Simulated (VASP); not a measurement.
# LiH (Fm-3m) in VASP: further runs

Aim: see how the results for LiH move with the level of theory and the settings. Levels: HF, LDA. Tasks: single point.

Program: VASP 6.6.1. These are calculated values, not measurements. Logs are shortened: lines on timing, memory, paths and dates and some standing lists are left out, and cuts for length are marked.

## 1. The cell of the first run

The structure is cubic, space group Fm-3m (No. 225). Conventional cell: a = 4.046 Å, b = 4.046 Å, c = 4.046 Å, α = 90.00°, β = 90.00°, γ = 90.00°. Li (site symmetry m-3m) has 6 H at 2.02 Å within 2.7 Å. Within 2.7 Å of H (site symmetry m-3m) lie 6 Li at 2.02 Å.

## 2. Single point, HF

Input file POSCAR:

```
LiH
1.0
    0.0000000000      2.0230801250      2.0230801250
    2.0230801250      0.0000000000      2.0230801250
    2.0230801250      2.0230801250      0.0000000000
Li H
1 1
Direct
    0.0000000000      0.0000000000      0.0000000000
    0.5000000000      0.5000000000      0.5000000000
```

Input file INCAR.step1:

```
  PREC = Accurate
  ENCUT = 520
  EDIFF = 1E-5
  ISMEAR = -1
  SIGMA = 0.01
  LREAL = F
  LASPH = T
  NELM = 80
  ALGO = Normal
  ISIF = 2
  LWAVE = T
  LCHARG = F
  NBANDS = 9
  GGA = PE
```

Input file INCAR.step2:

```
  PREC = Accurate
  ENCUT = 520
  EDIFF = 1E-7
  ISMEAR = -1
  SIGMA = 0.01
  LREAL = F
  LASPH = T
  NELM = 80
  ALGO = Normal
  ISIF = 2
  LWAVE = F
  LCHARG = F
  GGA = PE
  LHFCALC = T
  AEXX = 1.0
  ALDAC = 0.0
  AGGAC = 0.0
  PRECFOCK = Normal
  NBANDS = 9
  ISTART = 1
```

Input file KPOINTS:

```
regular mesh
0
Gamma
  7 7 7
```

Potentials or basis: VASP PAW PBE potentials, release 64 (Li_sv, H).

Launch:

```console
cat potpaw_PBE.64/Li_sv/POTCAR potpaw_PBE.64/H/POTCAR > POTCAR
cp INCAR.step1 INCAR
mpirun -np 1 vasp_std > vasp.out
cp INCAR.step2 INCAR
mpirun -np 1 vasp_std > vasp.out
```

OUTCAR:

```text
PREC = Accurate
   ENCUT = 520
   EDIFF = 1E-7
   ISMEAR = -1
   LREAL = F
   LASPH = T
   NELM = 80
   ISIF = 2
   GGA = PE
   LHFCALC = T
   AEXX = 1.0
   PRECFOCK = Normal
   ISTART = 1

 ion  position               nearest neighbor table
   1  0.000  0.000  0.000-
   2  0.500  0.500  0.500-

  LATTYP: Found a face centered cubic cell.
 ALAT       =     4.0461602500

  Lattice vectors:

 A1 = (   0.0000000000,   2.0230801250,   2.0230801250)
 A2 = (   2.0230801250,   0.0000000000,   2.0230801250)
 A3 = (   2.0230801250,   2.0230801250,   0.0000000000)

Analysis of symmetry for initial positions (statically):
=====================================================================
 Subroutine PRICEL returns:
 Original cell was already a primitive cell.

 Routine SETGRP: Setting up the symmetry group for a
 face centered cubic supercell.

 Subroutine GETGRP returns: Found 48 space group operations
 (whereof 48 operations were pure point group operations)
 out of a pool of 48 trial point group operations.

The static configuration has the point symmetry O_h .

Analysis of symmetry for dynamics (positions and initial velocities):
=====================================================================
 Subroutine PRICEL returns:
 Original cell was already a primitive cell.

 Routine SETGRP: Setting up the symmetry group for a
 face centered cubic supercell.

 Subroutine GETGRP returns: Found 48 space group operations
 (whereof 48 operations were pure point group operations)
 out of a pool of 48 trial point group operations.

The dynamic configuration has the point symmetry O_h .

 Subroutine INISYM returns: Found 48 space group operations
 (whereof 48 operations are pure point group operations),
 and found     1 'primitive' translations

----------------------------------------------------------------------------------------

                                     Primitive cell

  volume of cell :      16.5603

  direct lattice vectors                    reciprocal lattice vectors
     0.000000000  2.023080125  2.023080125    -0.247147898  0.247147898  0.247147898
     2.023080125  0.000000000  2.023080125     0.247147898 -0.247147898  0.247147898
     2.023080125  2.023080125  0.000000000     0.247147898  0.247147898 -0.247147898

  length of vectors
     2.861067351  2.861067351  2.861067351     0.428072716  0.428072716  0.428072716

  position of ions in fractional coordinates (direct lattice)
     0.000000000  0.000000000  0.000000000
     0.500000000  0.500000000  0.500000000

  ion indices of the primitive-cell ions
   primitive index   ion index
                 1           1
                 2           2

----------------------------------------------------------------------------------------

 KPOINTS: regular mesh

Automatic generation of k-mesh.
 Grid dimensions read from file:
 generate k-points for:    7    7    7

 Generating k-lattice:

  Cartesian coordinates                     Fractional coordinates (reciprocal lattice)
    -0.035306843  0.035306843  0.035306843     0.142857143  0.000000000  0.000000000
     0.035306843 -0.035306843  0.035306843     0.000000000  0.142857143  0.000000000
     0.035306843  0.035306843 -0.035306843     0.000000000  0.000000000  0.142857143

  Length of vectors
     0.061153245  0.061153245  0.061153245

  Shift w.r.t. Gamma in fractional coordinates (k-lattice)
     0.000000000  0.000000000  0.000000000

 Subroutine IBZKPT returns following result:
 ===========================================

 Found     20 irreducible k-points:

 Following reciprocal coordinates:
            Coordinates               Weight
  0.000000  0.000000  0.000000      1.000000
  0.142857  0.000000  0.000000      8.000000
  0.285714  0.000000  0.000000      8.000000
  0.428571  0.000000  0.000000      8.000000
  0.142857  0.142857  0.000000      6.000000
  0.285714  0.142857  0.000000     24.000000
[... 12 lines left out ...]
 -0.428571  0.428571  0.142857     24.000000
 -0.285714  0.428571  0.142857     24.000000
   k-points           NKPTS =     20   k-points in BZ     NKDIM =    343   number of bands    NBANDS=      9
   number of dos      NEDOS =    301   number of ions     NIONS =      2
   total plane-waves  NPLWV =  13824
   dimension x,y,z NGX =    24 NGY =   24 NGZ =   24
   dimension x,y,z NGXF=    48 NGYF=   48 NGZF=   48
   ions per type =               1   1
   NGX,Y,Z   is equivalent  to a cutoff of  13.95, 13.95, 13.95 a.u.
   NGXF,Y,Z  is equivalent  to a cutoff of  27.89, 27.89, 27.89 a.u.
 SYSTEM =  unknown system
   PREC   = accura    normal or accurate (medium, high low for compatibility)
   ISTART =      1    job   : 0-new  1-cont  2-samecut
   ICHARG =      0    charge: 1-file 2-atom 10-const
   ISPIN  =      1    spin polarized calculation?
   LNONCOLLINEAR =      F non collinear calculations
   LSORBIT =      F    spin-orbit coupling
   LASPH  =      T    aspherical Exc in radial PAW
   ENCUT  =  520.0 eV  38.22 Ry    6.18 a.u.   5.32  5.32  5.32*2*pi/ulx,y,z
   NELM   =     80;   NELMIN=  2; NELMDL=  0     # of ELM steps
   EDIFF  = 0.1E-06   stopping-criterion for ELM
   LREAL  =      F    real-space projection
   EDIFFG = 0.1E-05   stopping-criterion for IOM
   NSW    =      0    number of steps for IOM
   IBRION =     -1    ionic relax: 0-MD 1-quasi-New 2-CG
   NFREE  =      0    steps in history (QN), initial steepest desc. (CG)
   ISIF   =      2    stress and relaxation
   ISYM   =      3    0-nonsym 1-usesym 2-fastsym
   POTIM  = 0.5000    time-step for ionic-motion
   TEBEG  =    0.0;   TEEND  =   0.0 temperature during run
   PSTRESS=    0.0 pullay stress
   NELECT =       4.0000    total number of electrons
   NUPDOWN=      -1.0000    fix difference up-down
   EMIN   =  10.00;   EMAX   =-10.00  energy-range for DOS
   EFERMI =   0.00;   METHOD = LEGACY
   ISMEAR =    -1;   SIGMA  =   0.01  broadening in eV -4-tet -1-fermi 0-gaus
   EFERMI_NEDOS =   21; number of points for ismear=-14 and -15
   IALGO  =     38    algorithm
   IMIX   =      1    mixing-type and parameters
     AMIX     =   0.40;   BMIX     =  1.00
     AMIX_MAG =   1.60;   BMIX_MAG =  1.00
  volume/ion in A,a.u.               =       8.28        55.88
  Fermi-wavevector in a.u.,A,eV,Ry     =   1.019542  1.926655 14.142789  1.039466
  Thomas-Fermi vector in A             =   2.153061
   LORBIT       =      0    0 simple, 1 ext, 2 COOP (PROOUT), +10 PAW based schemes
   GGA     = PE    functional components
   LHFCALC =     T    Hartree Fock is set to
   PRECFOCK=normal    Normal, Fast or Accurate (Low or Medium for compatibility)
   ENCUT4O =  -1.0   cutoff for four orbital integrals eV
   NKREDX  =     1    reduce k-point grid by
   NKREDY  =     1    reduce k-point grid by
   NKREDZ  =     1    reduce k-point grid by
   AEXX    =    1.0000 exact exchange contribution
   HFSCREEN=    0.0000 screening length (either q_TF or 0.3 A-1)
   HFSCREENC=   0.0000 screening length for correlation (either q_TF or 0.3 A-1)
   ENCUTFOCK=  -1.0 apply spherical cutoff to Coloumb kernel
   IVDW    =     0    specifies the selected vdW correction
   LEPSILON=     F    determine dielectric tensor
   LRPA    =     F    only Hartree local field effects (RPA)
 non-spin polarized calculation
  energy-cutoff  :      520.00
  volume of cell :       16.56
 maximum number of plane-waves:       459
 NGX is ok and might be reduce to    24
  NGX = 16; NGY = 16; NGZ = 16

 number of electron       3.9999996 magnetization

 Free energy of the ion-electron system (eV)
  ---------------------------------------------------
  ext. energy  EPLUGINS =         0.00000000
  ---------------------------------------------------
  free energy    TOTEN  =        -9.36086865 eV

  energy without entropy =       -9.36086865  energy(sigma->0) =       -9.36086865

 E-fermi :  -3.4433     XC(G=0):   0.0000

 val. band max:       -3.8101021538   @ k =  -0.4286   0.4286   0.0000
 cond. band min:       7.7301345912   @ k =  -0.4286   0.4286   0.0000
 fundamental gap:     11.5402367450
 Fermi energy:        -3.4432555415

 k-point     1 :       0.0000    0.0000    0.0000
  band No.  band energies     occupation
      1     -60.1351      2.00000
      2     -11.1214      2.00000
      3      22.8552      0.00000
      4      23.7349      0.00000
      5      23.7349      0.00000
      6      23.7349      0.00000
      7      28.3797      0.00000
      8      28.3797      0.00000
      9      28.3797      0.00000

 k-point     2 :       0.1429    0.0000    0.0000
  band No.  band energies     occupation
      1     -60.1249      2.00000
      2     -10.5622      2.00000
      3      19.0242      0.00000
      4      22.6390      0.00000
      5      23.0167      0.00000
      6      23.0167      0.00000
      7      27.9328      0.00000
      8      29.7470      0.00000
      9      29.7470      0.00000

 k-point     3 :       0.2857    0.0000    0.0000
  band No.  band energies     occupation
      1     -60.1015      2.00000
      2      -9.0210      2.00000
      3      13.6326      0.00000
      4      20.8821      0.00000
      5      22.2821      0.00000
      6      22.2821      0.00000
      7      27.4162      0.00000
      8      27.4162      0.00000
      9      29.9069      0.00000

 k-point     4 :       0.4286    0.0000    0.0000
  band No.  band energies     occupation
      1     -60.0823      2.00000
      2      -7.2716      2.00000
      3       9.8498      0.00000
      4      19.8390      0.00000
      5      22.2196      0.00000
      6      22.2196      0.00000
      7      25.3018      0.00000
      8      25.3018      0.00000
      9      32.6470      0.00000

 k-point     5 :       0.1429    0.1429    0.0000
  band No.  band energies     occupation
      1     -60.1217      2.00000
      2     -10.3593      2.00000
      3      19.9888      0.00000
      4      20.9345      0.00000
      5      20.9345      0.00000
      6      24.2935      0.00000
      7      24.5339      0.00000
      8      31.1519      0.00000
      9      32.2065      0.00000

 k-point     6 :       0.2857    0.1429    0.0000
  band No.  band energies     occupation
      1     -60.1033      2.00000
      2      -9.0827      2.00000
      3      15.3645      0.00000
      4      18.9403      0.00000
      5      19.6777      0.00000
      6      23.4845      0.00000
      7      25.7802      0.00000
      8      30.2790      0.00000
      9      32.0572      0.00000
[... 121 lines left out ...]
 k-point    17 :       0.4286    0.2857    0.1429
  band No.  band energies     occupation
      1     -60.0873      2.00000
      2      -7.5145      2.00000
      3      13.4859      0.00000
      4      14.4769      0.00000
      5      19.2277      0.00000
      6      23.3837      0.00000
      7      26.0233      0.00000
      8      30.7000      0.00000
      9      34.6772      0.00000

 k-point    18 :      -0.4286    0.2857    0.1429
  band No.  band energies     occupation
      1     -60.0744      2.00000
      2      -5.7099      2.00000
      3      10.2359      0.00000
      4      13.1911      0.00000
      5      18.4910      0.00000
      6      22.7304      0.00000
      7      28.9248      0.00000
      8      31.3268      0.00000
      9      34.0476      0.00000

 k-point    19 :      -0.4286    0.4286    0.1429
  band No.  band energies     occupation
      1     -60.0710      2.00000
      2      -4.5293      2.00000
      3       9.0974      0.00000
      4      12.8172      0.00000
      5      16.9674      0.00000
      6      23.5090      0.00000
      7      24.5280      0.00000
      8      34.6560      0.00000
      9      37.3084      0.00000

 k-point    20 :      -0.2857    0.4286    0.1429
  band No.  band energies     occupation
      1     -60.0690      2.00000
      2      -4.2449      2.00000
      3       9.4879      0.00000
      4      11.0687      0.00000
      5      17.3598      0.00000
      6      23.1853      0.00000
      7      28.8110      0.00000
      8      32.0142      0.00000
      9      34.2824      0.00000

------------------------ aborting loop because EDIFF is reached ----------------------------------------

  FORCE on cell =-STRESS in cart. coord.  units (eV):
  Direction    XX          YY          ZZ          XY          YZ          ZX
  --------------------------------------------------------------------------------------
  -------------------------------------------------------------------------------------
  Total        0.1177994      0.1177994      0.1177994      0.0000000     -0.0000000     -0.0000000
  in kB       11.3968422     11.3968422     11.3968422      0.0000000     -0.0000000     -0.0000000
  external PRESSURE =      11.3968422 kB  Pullay stress =       0.0000000 kB

 VOLUME and BASIS-vectors are now :
 -----------------------------------------------------------------------------
  energy-cutoff  :      520.00
  volume of cell :       16.56
      direct lattice vectors                 reciprocal lattice vectors
     0.000000000  2.023080125  2.023080125    -0.247147898  0.247147898  0.247147898
     2.023080125  0.000000000  2.023080125     0.247147898 -0.247147898  0.247147898
     2.023080125  2.023080125  0.000000000     0.247147898  0.247147898 -0.247147898

 POSITION                                       TOTAL-FORCE (eV/Angst)
 -----------------------------------------------------------------------------------
      0.00000      0.00000      0.00000        -0.000000     -0.000000     -0.000000
      2.02308      2.02308      2.02308         0.000000      0.000000      0.000000
 -----------------------------------------------------------------------------------
    total drift:                                0.000000      0.000000     -0.000000

  FREE ENERGIE OF THE ION-ELECTRON SYSTEM (eV)
  ---------------------------------------------------
  free  energy   TOTEN  =        -9.3608686457 eV

  energy  without entropy=       -9.3608686457  energy(sigma->0) =       -9.36086865
```

Run time: 1.7 min. Hardware: 1 thread of Intel Xeon Platinum 8559C (Emerald Rapids), shared host; peak memory 0.14 GiB.

Results:

```
Free energy            : -9.3609 eV
Band gap on the k mesh : 11.54 eV, direct
```

Caveat: the cutoff is under 1.25 times the usual one of these potentials, so pressure, stress and relaxed cells hold a basis-set (Pulay) error; the PAW data sets were made with another functional, which shifts forces and pressure a little.

[end of part 1 of 2]
